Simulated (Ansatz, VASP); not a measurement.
Two plane-wave programs on CrBrO

```xyz
6
Lattice="3.7428 0.0000 0.0000 0.0000 3.1787 0.0000 0.0000 0.0000 7.5561" Properties=species:S:1:pos:R:3 pbc="T T T"
Cr    0.9357    0.7947    0.5827
Cr    2.8071    2.3840    6.9734
O     0.9357    2.3840    6.9440
O     2.8071    0.7947    0.6121
Br    0.9357    2.3840    2.4256
Br    2.8071    0.7947    5.1306
```

Alike in both runs: functional LDA; k mesh 5 × 6 × 2; no spin polarisation.

Ansatz relaxed the structure, and its values are those at the end. VASP's run is a single point on that final structure, the one shown.

|  | VASP | Ansatz |
| --- | --- | --- |
| version | VASP 6.6.1 | Ansatz 0.2.0 |
| potentials or method | VASP PAW LDA potentials, release 64 (Cr_pv, O, Br), cutoff 520 eV | PAW plane waves |
| occupations | methfessel-paxton of order 1, width 0.025 eV | cold, width 0.025 eV |
| valence electrons in the cell | 50 | 54 |

VASP gave:

| Quantity | Value |
| --- | --- |
| gap on the k mesh at the Fermi level (eV) | none |
| pressure (GPa) | 0.5 |
| rms of the force components (eV/Å) | 0.026 |

Question: Which values does Ansatz return?

Answer: gap on the k mesh at the Fermi level (eV): none; pressure (GPa): 0.0; rms of the force components (eV/Å): 0.003.

LDA's correlation is that of Perdew and Zunger in VASP and of Perdew and Wang (1992) in Ansatz. A gap of «none» marks a metal or a gap that the smearing closes. VASP's potentials hold 50 valence electrons a cell and Ansatz's 54, so a difference there can come from the potentials and not from the codes.

The k mesh is coarse, so the values compare programs but aren't converged.
